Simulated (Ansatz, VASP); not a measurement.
One calculation of C, two programs

```
C
1.0
    -2.35624    2.35624    2.50198
     2.35624   -2.35624    2.50198
     2.35624    2.35624   -2.50198
C
8
Cartesian
  -0.7668 0.7668 0.8143
  1.5894 1.5894 1.6877
  0.7668 -0.7668 0.8143
  0.7668 0.7668 -0.8143
  1.5894 -1.5894 1.6877
  0.7668 0.7668 0.8143
  -1.5894 1.5894 1.6877
  1.5894 1.5894 -1.6877
```

Change from the starting cell: strain -0.030 along x and y, +0.030 along z, atoms carried along.

Alike in both runs: task single point; functional r2SCAN; k mesh 8 × 8 × 8; occupations gaussian, width 0.05 eV; no spin polarisation.

```csv
,VASP,Ansatz
version,VASP 6.6.1,Ansatz 0.2.0
potentials or method,"VASP PAW PBE potentials, release 64 (C), cutoff 520 eV","scalar-relativistic, plane waves, PAW"
valence electrons in the cell,32,32
```

|  | VASP | Ansatz | Ansatz less VASP |
| --- | --- | --- | --- |
| gap on the k mesh at the Fermi level (eV) | 2.16 | 2.19 | +0.026 |
| least direct gap on the mesh (eV) | 2.37 | 2.40 | +0.030 |
| pressure (GPa) | 13.1 | 12.1 | -0.98 |
| traceless stress, the component that is largest in VASP (GPa) | -23.63 | -23.32 | +0.303 |
| rms of the force components (eV/Å) | 0.743 | 0.721 | -0.0227 |

VASP's potentials were made for PBE, not for r2SCAN. Atom by atom the forces differ by 0.035 eV/Å (rms over components). With one functional, cell and mesh, what is left measures potentials, basis and numerics.
